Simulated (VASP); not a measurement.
**Sb: electric field gradients with PBE**

The system is Sb.

```
CELL_PARAMETERS angstrom
3.36900 0.00000 0.00000
-1.68450 2.91764 0.00000
0.00000 0.00000 5.33000
ATOMIC_POSITIONS crystal
Sb 0.33333 0.66667 0.25000
Sb 0.66667 0.33333 0.75000
```

```
Program                : VASP 6.6.1
Task                   : electric field gradients
Functional             : PBE
Potentials or basis    : VASP PAW PBE potentials, release 64 (Sb)
Cutoff                 : 520 eV
k mesh                 : 12 × 12 × 7
Occupations            : fermi-dirac, width 0.05 eV
Spin                   : no spin polarisation
Dipole correction      : no
Further INCAR settings : ALGO = Normal; EDIFF = 1e-08; NBANDS = 12
```

```json
{
  "Pressure": "2.9 GPa",
  "Band gap on the k mesh": "zero (band 5 reaches 12.92 eV, above the bottom of band 6 at 5.95 eV)"
}
```

Stress tensor (GPa, compression positive):
```
3.26 0.00 0.00
0.00 3.26 0.00
0.00 0.00 2.13
```

Levels at points of the mesh, in eV from the Fermi level:
```tsv
k point	band 3	band 4	band 5	band 6	band 7	band 8
(0.00, 0.00, 0.00)	-5.97	3.31	3.31	5.11	5.11	6.05
(0.50, 0.00, 0.00)	-4.26	-2.92	-2.42	-0.22	0.10	3.77
```

Electric field gradients, principal values (V/Å²):
| atom | least | middle | greatest (by size) |
| --- | --- | --- | --- |
| 1 Sb | -10.538 | -10.538 | 21.076 |
| 2 Sb | -10.538 | -10.538 | 21.076 |

Wall time 33 s on 1 thread of Intel Xeon 6975P-C, with other jobs on the host, peak memory 0.2 GiB.

Caveat: without QUAD_EFG the Cq values of the log hold for a quadrupole moment of 1 mb, not for the nuclei; spin-orbit coupling is left out, which moves the levels of the heavy elements.
